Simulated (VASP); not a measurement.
Set up this calculation in VASP 6.6.1, as the native input.

```
Task                   : single point
Functional             : r2SCAN
Dispersion             : rVV10
Potentials or basis    : VASP PAW PBE potentials, release 64 (Zr_sv)
Cutoff                 : 550 eV
k mesh                 : 15 × 15 × 8
Occupations            : gaussian, width 0.1 eV
Spin                   : no spin polarisation
Dipole correction      : no
Further INCAR settings : ALGO = Normal; EDIFF = 1e-06; NBANDS = 19
```

The system is Zr.

```
Zr
1.0
     3.33160    0.00000    0.00000
    -1.66580    2.88525    0.00000
     0.00000    0.00000    5.27666
Zr
2
Direct
  0.33333 0.66667 0.25000
  0.66667 0.33333 0.75000
```

This cell differs from its parent crystal: volume scaled by 1.09, then relaxed in part.

One way to write it, as run:

POSCAR

```
Zr
1.0
    3.3316017741      0.0000000000      0.0000000000
   -1.6658008871      2.8852517717      0.0000000000
    0.0000000000      0.0000000000      5.2766639537
Zr
2
Direct
    0.3333333333      0.6666666667      0.2500000000
    0.6666666667      0.3333333333      0.7500000000
```

INCAR.step1

```
SYSTEM = Zr
PREC = Accurate
ENCUT = 550
ISMEAR = 0
SIGMA = 0.1
LREAL = .FALSE.
LASPH = .TRUE.
NELM = 120
NBANDS = 19
GGA = PE
ALGO = Normal
EDIFF = 1E-5
LWAVE = .TRUE.
LCHARG = .FALSE.
GGA_COMPAT = .FALSE.
```

INCAR.step2

```
SYSTEM = Zr
PREC = Accurate
ENCUT = 550
EDIFF = 1E-6
ISMEAR = 0
SIGMA = 0.1
LREAL = .FALSE.
LASPH = .TRUE.
NELM = 120
ALGO = Normal
ISIF = 2
LWAVE = .FALSE.
LCHARG = .FALSE.
METAGGA = R2SCAN
LMIXTAU = .TRUE.
LUSE_VDW = .TRUE.
IVDW_NL = 2
BPARAM = 11.95
CPARAM = 0.0093
NBANDS = 19
ISTART = 1
GGA_COMPAT = .FALSE.
```

KPOINTS

```
regular mesh
0
G
  15 15 8
  0 0 0
```

Potentials or basis: VASP PAW PBE potentials, release 64 (Zr_sv).

Launch:

```sh
$ cat potpaw_PBE.64/Zr_sv/POTCAR > POTCAR
$ cp INCAR.step1 INCAR
$ mpirun -np 1 vasp_std > vasp.out
$ cp INCAR.step2 INCAR
$ mpirun -np 1 vasp_std > vasp.out
```

It gave:

The pressure is -7.2 GPa and the band gap on the k mesh is zero (band 12 reaches 9.05 eV, above the bottom of band 13 at 7.82 eV).

Caveat: the PAW data sets were made with another functional, which shifts forces and pressure a little.

Run time: 11 min on 1 thread of Intel Xeon 8259CL, with other jobs on the host, peak memory 0.38 GiB.
